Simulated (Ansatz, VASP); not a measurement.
One calculation of Sn2Ge3, two programs

```
Sn Ge
1.0
     1.66683    0.96234   12.19612
    -1.66683    0.96234   12.19612
     0.00000   -1.92469   12.19612
Sn Ge
2 3
Direct
  0.78982 0.78982 0.78982
  0.21018 0.21018 0.21018
  0.00000 0.00000 0.00000
  0.39068 0.39068 0.39068
  0.60932 0.60932 0.60932
```

Alike in both runs: functional PBE; k mesh 6 × 6 × 6; occupations gaussian, width 0.1 eV; no spin polarisation.

Ansatz relaxed the structure, and its values are those at the end. VASP's run is a single point on that final structure, the one shown.

|  | VASP | Ansatz |
| --- | --- | --- |
| version | VASP 6.6.1 | Ansatz 0.2.0 |
| potentials or method | VASP PAW PBE potentials, release 64 (Sn_d, Ge_d), cutoff 520 eV | scalar-relativistic, plane waves, PAW |
| valence electrons in the cell | 70 | 70 |

```csv
,VASP,Ansatz,Ansatz less VASP
gap on the k mesh at the Fermi level (eV),none,none,-
pressure (GPa),0.0,0.0,+0.02
rms of the force components (eV/Å),0.018,0.017,-0.0004
```

A gap of «none» marks a metal or a gap that the smearing closes.

The k mesh is coarse, so the values compare programs but aren't converged.
